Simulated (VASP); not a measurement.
ZrGa3: single point with LDA

ZrGa3:

```
Zr Ga
1.0
    -1.98550    1.98550    4.45179
     1.98550   -1.98550    4.45179
     1.98550    1.98550   -4.45179
Zr Ga
1 3
Direct
  0.00000 0.00000 0.00000
  0.50000 0.50000 0.00000
  0.75000 0.25000 0.50000
  0.25000 0.75000 0.50000
```

This cell differs from its parent crystal: zz strain of +2 %.

- Program: VASP 6.6.1
- Task: single point
- Functional: LDA
- Potentials or basis: VASP PAW LDA potentials, release 64 (Zr_sv, Ga_d)
- Cutoff: 520 eV
- k mesh: 12 × 12 × 12
- Occupations: fermi-dirac, width 0.03 eV
- Spin: no spin polarisation
- Dipole correction: no
- Further INCAR settings: ALGO = Normal; EDIFF = 1e-06; NBANDS = 34

```yaml
Pressure: -6.9 GPa
Band_gap_on_the_k_mesh: zero (an odd number of electrons rules out a gap without spin polarisation)
```

Stress tensor (GPa, compression positive):
```
-9.13  0.00  0.00
 0.00 -9.13  0.00
 0.00  0.00 -2.49
```

Levels at points of the mesh, in eV from the Fermi level:
```
           k point  band 24  band 25  band 26  band 27  band 28  band 29
(0.00, 0.00, 0.00)    -1.45    -1.45    -0.62     1.68     2.05     2.05
(0.50, 0.00, 0.00)    -1.45    -0.28     0.64     2.38     2.50     2.55
(0.50, 0.50, 0.00)    -2.36    -2.26    -1.21     2.48     2.76     2.91
(0.50, 0.50, 0.50)    -0.97    -0.01     1.28     1.28     1.73     3.27
```

It took 10 min on 1 thread of Intel(R) Xeon(R) Platinum 8488C (Sapphire Rapids), with other jobs on the host, peak memory 0.44 GiB.

Caveat: the cell differs from its parent crystal (zz strain of +2 %); the stress differs along the axes, from -9 to -2 GPa.
